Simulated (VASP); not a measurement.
A run of VASP 6.6.1:

Contents of POSCAR:

```
CsH
1.0
    0.0000000000      2.5385312168      2.5385312168
    2.5385312168      0.0000000000      2.5385312168
    2.5385312168      2.5385312168      0.0000000000
Cs H
1 1
Direct
    0.0000000000      0.0000000000      0.0000000000
    0.2500000000      0.2500000000      0.2500000000
```

File INCAR.step1:

```
SYSTEM = CsH
PREC = Accurate
ENCUT = 550
ISMEAR = -1
SIGMA = 0.01
LREAL = .False.
LASPH = .True.
NELM = 120
NBANDS = 12
GGA = PE
ALGO = Normal
EDIFF = 1E-5
LWAVE = .True.
LCHARG = .False.
GGA_COMPAT = .False.
```

File INCAR.step2:

```
SYSTEM = CsH
PREC = Accurate
ENCUT = 550
EDIFF = 1E-6
ISMEAR = -1
SIGMA = 0.01
LREAL = .False.
LASPH = .True.
NELM = 120
ALGO = Normal
ISIF = 2
LWAVE = .False.
LCHARG = .False.
METAGGA = R2SCAN
LMIXTAU = .True.
NBANDS = 12
ISTART = 1
GGA_COMPAT = .False.
```

File KPOINTS:

```
Automatic mesh
0
Gamma
  4 4 4
  0 0 0
```

Potentials or basis: VASP PAW PBE potentials, release 64 (Cs_sv, H).

Command:

```sh
$ cat potpaw_PBE.64/Cs_sv/POTCAR potpaw_PBE.64/H/POTCAR > POTCAR
$ cp INCAR.step1 INCAR
$ mpirun -np 1 vasp_std > vasp.out
$ cp INCAR.step2 INCAR
$ mpirun -np 1 vasp_std > vasp.out
```

Hardware: 1 thread of Intel(R) Xeon(R) 6975P-C (Granite Rapids), with other jobs on the host.

Problem. How long does it take, and how much memory?

Solution. Run time: 11 s on 1 thread of Intel(R) Xeon(R) 6975P-C (Granite Rapids), on a shared host, peak memory 0.16 GiB. Counts: k points 8.
